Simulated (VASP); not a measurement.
# TiAl3 (Amm2) in VASP: notebook

TiAl3 is run at these levels: PBEsol; tasks: single point.

All numbers are computed with VASP 6.6.1; they aren't measurements. Logs are shortened: lines on timing, memory, paths and dates and some standing lists are left out, and cuts for length are marked.

### Step 1. The cell of the first run

Symmetry: Amm2, No. 38, orthorhombic system. Conventional cell: a = 3.948 Å, b = 7.896 Å, c = 7.896 Å, α = 90.00°, β = 90.00°, γ = 90.00°. Ti (site symmetry m) has 12 Al at 2.78 to 2.81 Å within 3.7 Å. Al (site symmetry mm2) has 8 Al at 2.58 to 3.00 Å and 4 Ti at 2.78 Å within 3.4 Å. Within 3.4 Å of Al (site symmetry mm2) lie 8 Al at 2.58 to 3.00 Å and 4 Ti at 2.81 Å. Within 3.4 Å of Al (site symmetry m) lie 8 Al at 2.58 to 3.00 Å and 4 Ti at 2.79 to 2.80 Å. Within 3.5 Å of Al (site symmetry mm2) lie 8 Al at 2.68 to 2.70 Å and 4 Ti at 2.79 to 2.80 Å. Al (site symmetry mm2) has 4 Ti at 2.79 to 2.80 Å and 8 Al at 2.88 to 2.91 Å within 3.7 Å.

### Step 2. Single point, PBEsol (atoms displaced along several vibrational modes)

The input, INCAR:

```
PREC = Accurate
ENCUT = 520
EDIFF = 1E-6
ISMEAR = 0
SIGMA = 0.15
LREAL = False
LASPH = True
NELM = 80
ALGO = Fast
ISIF = 2
LWAVE = False
LCHARG = True
GGA = PS
LELF = True
LVHAR = True
NBANDS = 31
```

The input, KPOINTS:

```
Automatic mesh
0
Gamma
  10 8 8
```

The input, POSCAR:

```
TiAl3
1.0
   -3.9479576782      0.0000000000      0.0000000000
    0.0000000000      3.9479576782      3.9479576782
    0.0000000000      3.9479576782     -3.9479576782
Ti Al
2 6
Direct
    0.0000000000     -0.0033941600     -0.0033941600
    0.0000000000      0.5033941600      0.5033941600
    0.5000000000      0.7314587678      0.7685412322
    0.5000000000      0.2685412322      0.2314587678
    0.5000000000      0.7314587678      0.2314587678
    0.5000000000      0.2685412322      0.7685412322
    1.0000000000      0.4977004941      0.0022995059
    1.0000000000      0.0022995059      0.4977004941
```

Potentials or basis: VASP PAW PBE potentials, release 64 (Ti_sv, Al).

On the command line:

```
$ cat potpaw_PBE.64/Ti_sv/POTCAR potpaw_PBE.64/Al/POTCAR > POTCAR
$ mpirun -np 1 vasp_std > vasp.out
```

OUTCAR:

```text
PREC = Accurate
   ENCUT = 520
   EDIFF = 1E-6
   ISMEAR = 0
   LREAL = False
   LASPH = True
   NELM = 80
   ISIF = 2
   GGA = PS

 ion  position               nearest neighbor table
   1  0.000  0.997  0.997-   3 2.78   3 2.78   8 2.79   7 2.79   5 2.79   5 2.79   6 2.80   6 2.80
                             7 2.80   8 2.80   4 2.81   4 2.81
   2  0.000  0.503  0.503-   3 2.78   3 2.78   8 2.79   7 2.79   6 2.79   6 2.79   5 2.80   5 2.80
                             8 2.80   7 2.80   4 2.81   4 2.81
   3  0.500  0.731  0.769-   5 2.58   6 2.58   7 2.70   7 2.70   1 2.78   1 2.78   2 2.78   2 2.78
                             8 2.91   8 2.91   6 3.00   5 3.00
   4  0.500  0.269  0.231-   5 2.58   6 2.58   7 2.68   7 2.68   1 2.81   1 2.81   2 2.81   2 2.81
                             8 2.88   8 2.88   6 3.00   5 3.00
   5  0.500  0.731  0.231-   3 2.58   4 2.58   7 2.69   7 2.69   1 2.79   1 2.79   2 2.80   2 2.80
                             8 2.90   8 2.90   4 3.00   3 3.00
   6  0.500  0.269  0.769-   3 2.58   4 2.58   7 2.69   7 2.69   2 2.79   2 2.79   1 2.80   1 2.80
                             8 2.90   8 2.90   4 3.00   3 3.00
   7  0.000  0.498  0.002-   4 2.68   4 2.68   6 2.69   5 2.69   5 2.69   6 2.69   3 2.70   3 2.70
                             1 2.79   2 2.79   2 2.80   1 2.80
   8  0.000  0.002  0.498-   1 2.79   2 2.79   2 2.80   1 2.80   4 2.88   4 2.88   5 2.90   6 2.90
                             5 2.90   6 2.90   3 2.91   3 2.91

  LATTYP: Found a simple tetragonal cell.
 ALAT       =     5.5832552922
 C/A-ratio  =     0.7071067812

  Lattice vectors:

 A1 = (   0.0000000000,   3.9479576782,   3.9479576782)
 A2 = (   0.0000000000,   3.9479576782,  -3.9479576782)
 A3 = (  -3.9479576782,   0.0000000000,   0.0000000000)

Analysis of symmetry for initial positions (statically):
=====================================================================
 Subroutine PRICEL returns:
 Original cell was already a primitive cell.

 Routine SETGRP: Setting up the symmetry group for a
 simple tetragonal supercell.

 Subroutine GETGRP returns: Found  4 space group operations
 (whereof  2 operations were pure point group operations)
 out of a pool of 16 trial point group operations.

The static configuration has the point symmetry C_1h.
 The point group associated with its full space group is C_2v.

Analysis of symmetry for dynamics (positions and initial velocities):
=====================================================================
 Subroutine PRICEL returns:
 Original cell was already a primitive cell.

 Routine SETGRP: Setting up the symmetry group for a
 simple tetragonal supercell.

 Subroutine GETGRP returns: Found  4 space group operations
 (whereof  2 operations were pure point group operations)
 out of a pool of 16 trial point group operations.

The dynamic configuration has the point symmetry C_1h.
 The point group associated with its full space group is C_2v.

 Subroutine INISYM returns: Found  4 space group operations
 (whereof  2 operations are pure point group operations),
 and found     1 'primitive' translations

----------------------------------------------------------------------------------------

                                     Primitive cell

  volume of cell :     123.0687

  direct lattice vectors                    reciprocal lattice vectors
    -3.947957678  0.000000000  0.000000000    -0.253295522  0.000000000  0.000000000
     0.000000000  3.947957678  3.947957678     0.000000000  0.126647761  0.126647761
     0.000000000  3.947957678 -3.947957678     0.000000000  0.126647761 -0.126647761

  length of vectors
     3.947957678  5.583255292  5.583255292     0.253295522  0.179106981  0.179106981

  position of ions in fractional coordinates (direct lattice)
     0.000000000  0.996605840  0.996605840
     0.000000000  0.503394160  0.503394160
     0.500000000  0.731458768  0.768541232
     0.500000000  0.268541232  0.231458768
     0.500000000  0.731458768  0.231458768
     0.500000000  0.268541232  0.768541232
     0.000000000  0.497700494  0.002299506
     0.000000000  0.002299506  0.497700494

  ion indices of the primitive-cell ions
   primitive index   ion index
                 1           1
                 2           2
                 3           3
                 4           4
                 5           5
                 6           6
                 7           7
                 8           8

----------------------------------------------------------------------------------------

 KPOINTS: Automatic mesh

Automatic generation of k-mesh.
 Grid dimensions read from file:
 generate k-points for:   10    8    8

 Generating k-lattice:

  Cartesian coordinates                     Fractional coordinates (reciprocal lattice)
    -0.025329552  0.000000000  0.000000000     0.100000000  0.000000000  0.000000000
     0.000000000  0.015830970  0.015830970     0.000000000  0.125000000  0.000000000
     0.000000000  0.015830970 -0.015830970     0.000000000  0.000000000  0.125000000

  Length of vectors
     0.025329552  0.022388373  0.022388373

  Shift w.r.t. Gamma in fractional coordinates (k-lattice)
     0.000000000  0.000000000  0.000000000

 Subroutine IBZKPT returns following result:
 ===========================================

 Found    126 irreducible k-points:

 Following reciprocal coordinates:
            Coordinates               Weight
  0.000000  0.000000  0.000000      1.000000
  0.100000  0.000000  0.000000      2.000000
  0.200000  0.000000  0.000000      2.000000
  0.300000  0.000000  0.000000      2.000000
  0.400000  0.000000  0.000000      2.000000
  0.500000  0.000000  0.000000      1.000000
[... 16 lines left out ...]
  0.400000  0.375000  0.000000      8.000000
  0.500000  0.375000  0.000000      4.000000
 [... further k-points ...]
   k-points           NKPTS =    126   k-points in BZ     NKDIM =    126   number of bands    NBANDS=     31
   number of dos      NEDOS =    301   number of ions     NIONS =      8
   total plane-waves  NPLWV =  52920
   dimension x,y,z NGX =    30 NGY =   42 NGZ =   42
   dimension x,y,z NGXF=    60 NGYF=   84 NGZF=   84
   ions per type =               2   6
   NGX,Y,Z   is equivalent  to a cutoff of  12.63, 12.51, 12.51 a.u.
   NGXF,Y,Z  is equivalent  to a cutoff of  25.27, 25.01, 25.01 a.u.
 SYSTEM =  unknown system
   PREC   = accura    normal or accurate (medium, high low for compatibility)
   ISTART =      0    job   : 0-new  1-cont  2-samecut
   ICHARG =      2    charge: 1-file 2-atom 10-const
   ISPIN  =      1    spin polarized calculation?
   LNONCOLLINEAR =      F non collinear calculations
   LSORBIT =      F    spin-orbit coupling
   LASPH  =      T    aspherical Exc in radial PAW
   ENCUT  =  520.0 eV  38.22 Ry    6.18 a.u.   7.34 10.38 10.38*2*pi/ulx,y,z
   NELM   =     80;   NELMIN=  2; NELMDL= -5     # of ELM steps
   EDIFF  = 0.1E-05   stopping-criterion for ELM
   LREAL  =      F    real-space projection
   EDIFFG = 0.1E-04   stopping-criterion for IOM
   NSW    =      0    number of steps for IOM
   IBRION =     -1    ionic relax: 0-MD 1-quasi-New 2-CG
   NFREE  =      0    steps in history (QN), initial steepest desc. (CG)
   ISIF   =      2    stress and relaxation
   ISYM   =      2    0-nonsym 1-usesym 2-fastsym
   POTIM  = 0.5000    time-step for ionic-motion
   TEBEG  =    0.0;   TEEND  =   0.0 temperature during run
   PSTRESS=    0.0 pullay stress
   NELECT =      42.0000    total number of electrons
   NUPDOWN=      -1.0000    fix difference up-down
   EMIN   =  10.00;   EMAX   =-10.00  energy-range for DOS
   EFERMI =   0.00;   METHOD = LEGACY
   ISMEAR =     0;   SIGMA  =   0.15  broadening in eV -4-tet -1-fermi 0-gaus
   EFERMI_NEDOS =   21; number of points for ismear=-14 and -15
   IALGO  =     68    algorithm
   IMIX   =      4    mixing-type and parameters
     AMIX     =   0.40;   BMIX     =  1.00
     AMIX_MAG =   1.60;   BMIX_MAG =  1.00
  volume/ion in A,a.u.               =      15.38       103.81
  Fermi-wavevector in a.u.,A,eV,Ry     =   1.144042  2.161927 17.807753  1.308833
  Thomas-Fermi vector in A             =   2.280736
   LORBIT       =      0    0 simple, 1 ext, 2 COOP (PROOUT), +10 PAW based schemes
   GGA     = PS    functional components
   LHFCALC =     F    Hartree Fock is set to
   AEXX    =    0.0000 exact exchange contribution
   IVDW    =     0    specifies the selected vdW correction
   LEPSILON=     F    determine dielectric tensor
   LRPA    =     F    only Hartree local field effects (RPA)
 non-spin polarized calculation
 RMM-DIIS sequential band-by-band and
 Gauss-broadening in eV      SIGMA  =   0.15
  energy-cutoff  :      520.00
  volume of cell :      123.07
 maximum number of plane-waves:      3348
 NGX is ok and might be reduce to    30
   NGX = 15   NGY = 21   NGZ = 21

 number of electron      41.9999996 magnetization

 Free energy of the ion-electron system (eV)
  ---------------------------------------------------
  ext. energy  EPLUGINS =         0.00000000
  ---------------------------------------------------
  free energy    TOTEN  =       -43.87231262 eV

  energy without entropy =      -43.82391280  energy(sigma->0) =      -43.84811271

 E-fermi :   9.0564     XC(G=0): -10.9292

 val. band max:        9.0557870808   @ k =   0.0000   0.5000   0.3750
 cond. band min:       9.0575581322   @ k =   0.3000   0.2500   0.1250
 fundamental gap:      0.0017710514
 Fermi energy:         9.0564184112

 k-point     1 :       0.0000    0.0000    0.0000
  band No.  band energies     occupation
      1     -47.6232      2.00000
      2     -47.6215      2.00000
      3     -24.0476      2.00000
      4     -24.0472      2.00000
      5     -24.0372      2.00000
      6     -24.0342      2.00000
[... 23 lines left out ...]
     30      12.6455      0.00000
     31      14.0265      0.00000

 k-point     2 :       0.1000    0.0000    0.0000
  band No.  band energies     occupation
      1     -47.6232      2.00000
      2     -47.6215      2.00000
      3     -24.0474      2.00000
      4     -24.0470      2.00000
      5     -24.0392      2.00000
      6     -24.0360      2.00000
[... 23 lines left out ...]
     30      12.5113      0.00000
     31      13.2368      0.00000

 k-point     3 :       0.2000    0.0000    0.0000
  band No.  band energies     occupation
      1     -47.6229      2.00000
      2     -47.6213      2.00000
      3     -24.0468      2.00000
      4     -24.0464      2.00000
      5     -24.0445      2.00000
      6     -24.0407      2.00000
[... 23 lines left out ...]
     30      12.1449      0.00000
     31      12.2881      0.00000

 k-point     4 :       0.3000    0.0000    0.0000
  band No.  band energies     occupation
      1     -47.6227      2.00000
      2     -47.6210      2.00000
      3     -24.0510      2.00000
      4     -24.0465      2.00000
      5     -24.0461      2.00000
      6     -24.0456      2.00000
[... 23 lines left out ...]
     30      11.8058      0.00000
     31      12.0620      0.00000

 k-point     5 :       0.4000    0.0000    0.0000
  band No.  band energies     occupation
      1     -47.6225      2.00000
      2     -47.6208      2.00000
      3     -24.0562      2.00000
      4     -24.0512      2.00000
      5     -24.0454      2.00000
      6     -24.0450      2.00000
[... 23 lines left out ...]
     30      11.9030      0.00000
     31      11.9209      0.00000
[... 542 lines left out ...]
     30      12.5273      0.00000
     31      12.8669      0.00000

 k-point    22 :       0.3000    0.3750    0.0000
  band No.  band energies     occupation
      1     -47.6222      2.00000
      2     -47.6215      2.00000
      3     -24.0496      2.00000
      4     -24.0479      2.00000
      5     -24.0432      2.00000
      6     -24.0418      2.00000
[... 23 lines left out ...]
     30      12.0832      0.00000
     31      12.2145      0.00000

 k-point    23 :       0.4000    0.3750    0.0000
  band No.  band energies     occupation
      1     -47.6220      2.00000
      2     -47.6213      2.00000
      3     -24.0547      2.00000
      4     -24.0527      2.00000
      5     -24.0427      2.00000
      6     -24.0413      2.00000
[... 23 lines left out ...]
     30      11.9196      0.00000
     31      12.7095      0.00000

 k-point    24 :       0.5000    0.3750    0.0000
  band No.  band energies     occupation
      1     -47.6219      2.00000
      2     -47.6212      2.00000
      3     -24.0566      2.00000
      4     -24.0546      2.00000
      5     -24.0425      2.00000
      6     -24.0411      2.00000
[... 23 lines left out ...]
     30      11.8176      0.00000
     31      12.5469      0.00000

 [... further k-points ...]

------------------------ aborting loop because EDIFF is reached ----------------------------------------

  FORCE on cell =-STRESS in cart. coord.  units (eV):
  Direction    XX          YY          ZZ          XY          YZ          ZX
  --------------------------------------------------------------------------------------
  -------------------------------------------------------------------------------------
  Total        0.6259999      1.6526966      1.6053957      0.0000000      0.0000000      0.0000000
  in kB        8.1496211     21.5157378     20.8999483      0.0000000      0.0000000      0.0000000
  external PRESSURE =      16.8551024 kB  Pullay stress =       0.0000000 kB

 VOLUME and BASIS-vectors are now :
 -----------------------------------------------------------------------------
  energy-cutoff  :      520.00
  volume of cell :      123.07
      direct lattice vectors                 reciprocal lattice vectors
    -3.947957678  0.000000000  0.000000000    -0.253295522  0.000000000  0.000000000
     0.000000000  3.947957678  3.947957678     0.000000000  0.126647761  0.126647761
     0.000000000  3.947957678 -3.947957678     0.000000000  0.126647761 -0.126647761

 POSITION                                       TOTAL-FORCE (eV/Angst)
 -----------------------------------------------------------------------------------
      0.00000      7.86912      0.00000         0.000000      0.146312      0.015000
      0.00000      3.97476      0.00000         0.000000     -0.146312      0.015000
     -1.97398      5.92194     -0.14640         0.000000      0.000000      1.349294
     -1.97398      1.97398      0.14640         0.000000      0.000000     -1.390027
     -1.97398      3.80156      1.97398         0.000000      1.369306     -0.006995
     -1.97398      4.09436     -1.97398         0.000000     -1.369306     -0.006995
      0.00000      1.97398      1.95582         0.000000      0.000000      0.068072
      0.00000      1.97398     -1.95582         0.000000      0.000000     -0.043349
 -----------------------------------------------------------------------------------
    total drift:                               -0.000000     -0.000000      0.000008

  FREE ENERGIE OF THE ION-ELECTRON SYSTEM (eV)
  ---------------------------------------------------
  free  energy   TOTEN  =       -43.8723126224 eV

  energy  without entropy=      -43.8239128016  energy(sigma->0) =      -43.84811271
```

Run time: 11 min. Hardware: 1 thread of Intel Xeon 6975P-C (Granite Rapids), shared host; peak memory 0.49 GiB.

What came out:

| Quantity | Value |
| --- | --- |
| Free energy | -43.8723 eV |
| Pressure | 1.7 GPa |
| Largest force | 1.390 eV/Å |
| Band gap on the k mesh | zero (bands 21 and 22 overlap by 0.64 eV) |

Forces in eV/Å, atoms in the order of the input:
```
Ti   0.000  0.146  0.015
Ti   0.000 -0.146  0.015
Al   0.000  0.000  1.349
Al   0.000  0.000 -1.390
Al   0.000  1.369 -0.007
Al   0.000 -1.369 -0.007
Al   0.000  0.000  0.068
Al   0.000  0.000 -0.043
```

Caveat: the cell differs from its parent crystal (atoms displaced along several vibrational modes); the PAW data sets were made with another functional, which shifts forces and pressure a little.

(Part 1 of 2 ends here.)
